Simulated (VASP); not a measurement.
# Cu4N3 (Pm-3m) in VASP: single point with PBE

Aim: the single point of Cu4N3 with PBE.

Program: VASP 6.6.1. These are calculated values, not measurements. Logs are shortened: lines on timing, memory, paths and dates and some standing lists are left out, and cuts for length are marked.

### 1 The cell of the first run

It takes space group Pm-3m (No. 221, cubic). The conventional cell has a = 4.265 Å, b = 4.265 Å, c = 4.265 Å, α = 90.00°, β = 90.00°, γ = 90.00°. Within 2.8 Å of Cu (site symmetry 4/mmm) lie 4 N at 2.13 Å. Cu (site symmetry m-3m) has 6 N at 2.13 Å within 2.8 Å. N (site symmetry 4/mmm) has 6 Cu at 2.13 Å within 2.8 Å.

### 2 Single point, PBE (Ni replaced by Cu, lengths x 1.027, strained)

Contents of INCAR:

```
SYSTEM = Cu4N3
PREC = Accurate ; ENCUT = 520
EDIFF = 1E-6 ; ISMEAR = 0
SIGMA = 0.1 ; LREAL = .False.
LASPH = .True. ; NELM = 80
ALGO = Normal ; ISIF = 2
LWAVE = .False. ; LCHARG = .True.
GGA = PE ; LELF = .True.
LVHAR = .True. ; NBANDS = 38
```

Contents of KPOINTS:

```
regular mesh
0
Gamma
  8 8 8
  0 0 0
```

Contents of POSCAR:

```
Cu4N3
1.0
    4.2652494086      0.0000000000      0.0000000000
    0.0000000000      4.2652494086      0.0000000000
    0.0000000000      0.0000000000      4.2652494086
Cu N
4 3
Direct
    0.0000000000      0.5000000000      0.0000000000
    0.5000000000      0.0000000000      0.0000000000
    0.5000000000      0.5000000000      0.5000000000
    0.0000000000      0.0000000000      0.5000000000
    0.5000000000      0.0000000000      0.5000000000
    0.0000000000      0.5000000000      0.5000000000
    0.5000000000      0.5000000000      0.0000000000
```

Potentials or basis: VASP PAW PBE potentials, release 64 (Cu, N).

Launch:

```console
> cat potpaw_PBE.64/Cu/POTCAR potpaw_PBE.64/N/POTCAR > POTCAR
> mpirun -np 1 vasp_std > vasp.out
```

OUTCAR:

```text
SYSTEM = Cu4N3
   PREC = Accurate
   ENCUT = 520
   EDIFF = 1E-6
   ISMEAR = 0
   LREAL = .False.
   LASPH = .True.
   NELM = 80
   ISIF = 2
   GGA = PE

 ion  position               nearest neighbor table
   1  0.000  0.500  0.000-   6 2.13   7 2.13   6 2.13   7 2.13
   2  0.500  0.000  0.000-   5 2.13   7 2.13   5 2.13   7 2.13
   3  0.500  0.500  0.500-   5 2.13   6 2.13   7 2.13   7 2.13   5 2.13   6 2.13
   4  0.000  0.000  0.500-   5 2.13   6 2.13   6 2.13   5 2.13
   5  0.500  0.000  0.500-   2 2.13   3 2.13   4 2.13   2 2.13   3 2.13   4 2.13
   6  0.000  0.500  0.500-   1 2.13   3 2.13   4 2.13   1 2.13   4 2.13   3 2.13
   7  0.500  0.500  0.000-   1 2.13   2 2.13   3 2.13   3 2.13   2 2.13   1 2.13

  LATTYP: Found a simple cubic cell.
 ALAT       =     4.2652494086

  Lattice vectors:

 A1 = (   4.2652494086,   0.0000000000,   0.0000000000)
 A2 = (   0.0000000000,   4.2652494086,   0.0000000000)
 A3 = (   0.0000000000,   0.0000000000,   4.2652494086)

Analysis of symmetry for initial positions (statically):
=====================================================================
 Subroutine PRICEL returns:
 Original cell was already a primitive cell.

 Routine SETGRP: Setting up the symmetry group for a
 simple cubic supercell.

 Subroutine GETGRP returns: Found 48 space group operations
 (whereof 48 operations were pure point group operations)
 out of a pool of 48 trial point group operations.

The static configuration has the point symmetry O_h .

Analysis of symmetry for dynamics (positions and initial velocities):
=====================================================================
 Subroutine PRICEL returns:
 Original cell was already a primitive cell.

 Routine SETGRP: Setting up the symmetry group for a
 simple cubic supercell.

 Subroutine GETGRP returns: Found 48 space group operations
 (whereof 48 operations were pure point group operations)
 out of a pool of 48 trial point group operations.

The dynamic configuration has the point symmetry O_h .

 Subroutine INISYM returns: Found 48 space group operations
 (whereof 48 operations are pure point group operations),
 and found     1 'primitive' translations
[... 97 lines left out ...]
   ISTART =      0    job   : 0-new  1-cont  2-samecut
   ICHARG =      2    charge: 1-file 2-atom 10-const
   ISPIN  =      1    spin polarized calculation?
   LNONCOLLINEAR =      F non collinear calculations
   LSORBIT =      F    spin-orbit coupling
   LASPH  =      T    aspherical Exc in radial PAW
   ENCUT  =  520.0 eV  38.22 Ry    6.18 a.u.   7.93  7.93  7.93*2*pi/ulx,y,z
   NELM   =     80;   NELMIN=  2; NELMDL= -5     # of ELM steps
   EDIFF  = 0.1E-05   stopping-criterion for ELM
   LREAL  =      F    real-space projection
   EDIFFG = 0.1E-04   stopping-criterion for IOM
   NSW    =      0    number of steps for IOM
   IBRION =     -1    ionic relax: 0-MD 1-quasi-New 2-CG
   NFREE  =      0    steps in history (QN), initial steepest desc. (CG)
   ISIF   =      2    stress and relaxation
   ISYM   =      2    0-nonsym 1-usesym 2-fastsym
   POTIM  = 0.5000    time-step for ionic-motion
   TEBEG  =    0.0;   TEEND  =   0.0 temperature during run
   PSTRESS=    0.0 pullay stress
   NELECT =      59.0000    total number of electrons
   NUPDOWN=      -1.0000    fix difference up-down
   EMIN   =  10.00;   EMAX   =-10.00  energy-range for DOS
   EFERMI =   0.00;   METHOD = LEGACY
   ISMEAR =     0;   SIGMA  =   0.10  broadening in eV -4-tet -1-fermi 0-gaus
   EFERMI_NEDOS =   21; number of points for ismear=-14 and -15
   IALGO  =     38    algorithm
   IMIX   =      4    mixing-type and parameters
     AMIX     =   0.40;   BMIX     =  1.00
     AMIX_MAG =   1.60;   BMIX_MAG =  1.00
  volume/ion in A,a.u.               =      11.08        74.81
  Fermi-wavevector in a.u.,A,eV,Ry     =   1.494220  2.823665 30.377618  2.232692
  Thomas-Fermi vector in A             =   2.606520
   LORBIT       =      0    0 simple, 1 ext, 2 COOP (PROOUT), +10 PAW based schemes
   GGA     = PE    functional components
   LHFCALC =     F    Hartree Fock is set to
   AEXX    =    0.0000 exact exchange contribution
   IVDW    =     0    specifies the selected vdW correction
   LEPSILON=     F    determine dielectric tensor
   LRPA    =     F    only Hartree local field effects (RPA)
 non-spin polarized calculation
 Gauss-broadening in eV      SIGMA  =   0.10
  energy-cutoff  :      520.00
  volume of cell :       77.59
 maximum number of plane-waves:      2176
 NGX is ok and might be reduce to    32
   NGX = 15   NGY = 15   NGZ = 15

 number of electron      59.0000074 magnetization

 Free energy of the ion-electron system (eV)
  ---------------------------------------------------
  ext. energy  EPLUGINS =         0.00000000
  ---------------------------------------------------
  free energy    TOTEN  =       -34.03801584 eV

  energy without entropy =      -33.99942503  energy(sigma->0) =      -34.01872043

 E-fermi :   5.5259     XC(G=0): -11.8429

 val. band max:        5.5185123481   @ k =   0.3750   0.1250   0.1250
 cond. band min:       5.5346674542   @ k =   0.2500   0.2500   0.0000
 fundamental gap:      0.0161551062
 Fermi energy:         5.5258993961

 k-point     1 :       0.0000    0.0000    0.0000
  band No.  band energies     occupation
      1      -9.8992      2.00000
      2      -7.9462      2.00000
      3      -7.9462      2.00000
      4       0.7120      2.00000
      5       0.7120      2.00000
      6       0.7120      2.00000
[... 973 lines left out ...]
     37      14.6899      0.00000
     38      15.0239      0.00000

 [... further k-points ...]
[... 5 lines left out ...]
  --------------------------------------------------------------------------------------
  -------------------------------------------------------------------------------------
  Total       -7.1963722     -7.1963722     -7.1963722      0.0000000      0.0000000     -0.0000000
  in kB     -148.5904521   -148.5904521   -148.5904521      0.0000000      0.0000000     -0.0000000
  external PRESSURE =    -148.5904521 kB  Pullay stress =       0.0000000 kB

 VOLUME and BASIS-vectors are now :
 -----------------------------------------------------------------------------
  energy-cutoff  :      520.00
  volume of cell :       77.59
      direct lattice vectors                 reciprocal lattice vectors
     4.265249409  0.000000000  0.000000000     0.234452878  0.000000000  0.000000000
     0.000000000  4.265249409  0.000000000     0.000000000  0.234452878  0.000000000
     0.000000000  0.000000000  4.265249409     0.000000000  0.000000000  0.234452878

 POSITION                                       TOTAL-FORCE (eV/Angst)
 -----------------------------------------------------------------------------------
      0.00000      2.13262      0.00000         0.000000      0.000000      0.000000
      2.13262      0.00000      0.00000         0.000000      0.000000      0.000000
      2.13262      2.13262      2.13262         0.000000      0.000000      0.000000
      0.00000      0.00000      2.13262         0.000000      0.000000      0.000000
      2.13262      0.00000      2.13262         0.000000      0.000000      0.000000
      0.00000      2.13262      2.13262         0.000000      0.000000      0.000000
      2.13262      2.13262      0.00000         0.000000      0.000000      0.000000
 -----------------------------------------------------------------------------------
    total drift:                                0.000000      0.000000      0.000000

  FREE ENERGIE OF THE ION-ELECTRON SYSTEM (eV)
  ---------------------------------------------------
  free  energy   TOTEN  =       -34.0380158359 eV

  energy  without entropy=      -33.9994250327  energy(sigma->0) =      -34.01872043
```

OSZICAR:

```text
N       E                     dE             d eps       ncg     rms          rms(c)
DAV:   1     0.576256008280E+03    0.57626E+03   -0.26577E+04  2692   0.244E+03
DAV:   2     0.571031612591E+02   -0.51915E+03   -0.49815E+03  2666   0.482E+02
DAV:   3    -0.388083392486E+02   -0.95912E+02   -0.89594E+02  3720   0.218E+02
DAV:   4    -0.469189622683E+02   -0.81106E+01   -0.79177E+01  4118   0.680E+01
DAV:   5    -0.470297778501E+02   -0.11082E+00   -0.11069E+00  3942   0.108E+01    0.267E+01
DAV:   6    -0.475404164642E+02   -0.51064E+00   -0.12998E+02  3682   0.223E+02    0.237E+01
DAV:   7    -0.337906816600E+02    0.13750E+02   -0.36051E+01  3210   0.131E+02    0.517E+00
DAV:   8    -0.341149477856E+02   -0.32427E+00   -0.58879E+00  3900   0.181E+01    0.249E+00
DAV:   9    -0.341282787296E+02   -0.13331E-01   -0.51034E-01  3588   0.225E+01    0.295E+00
DAV:  10    -0.340408393430E+02    0.87439E-01   -0.39604E-01  3728   0.184E+01    0.629E-01
DAV:  11    -0.340394377851E+02    0.14016E-02   -0.36710E-02  3952   0.320E+00    0.347E-01
DAV:  12    -0.340378888515E+02    0.15489E-02   -0.65131E-03  4180   0.177E+00    0.111E-01
DAV:  13    -0.340380369927E+02   -0.14814E-03   -0.20544E-03  4078   0.785E-01    0.512E-02
DAV:  14    -0.340380157229E+02    0.21270E-04   -0.19833E-04  3550   0.271E-01    0.114E-02
DAV:  15    -0.340380157445E+02   -0.21519E-07   -0.29881E-05  3790   0.603E-02    0.513E-03
DAV:  16    -0.340380158359E+02   -0.91437E-07   -0.98438E-07  1754   0.186E-02
   1 F= -.34038016E+02 E0= -.34018720E+02  d E =-.385908E-01
```

Wall time 3.3 min (1 thread of AMD EPYC 7R43 (Zen 3), shared host); peak memory 0.19 GiB.

Results:

| Quantity | Value |
| --- | --- |
| Free energy | -34.0380 eV |
| Pressure | -14.9 GPa |
| Band gap on the k mesh | zero (an odd number of electrons rules out a gap without spin polarisation) |

Levels at points of the mesh, in eV from the Fermi level:
```tsv
k point	band 28	band 29	band 30	band 31	band 32	band 33
(0.00, 0.00, 0.00)	-1.39	-1.39	-1.03	-1.03	-1.03	1.00
(0.50, 0.00, 0.00)	-1.01	-0.59	-0.59	-0.53	-0.35	3.35
(0.50, 0.50, 0.00)	-0.88	-0.47	-0.47	1.63	1.77	3.12
(0.50, 0.50, 0.50)	-0.38	1.81	1.81	1.94	1.94	1.94
```

Caveat: the cell differs from its parent crystal (Ni replaced by Cu, lengths x 1.027, strained); the cell stands under tension.
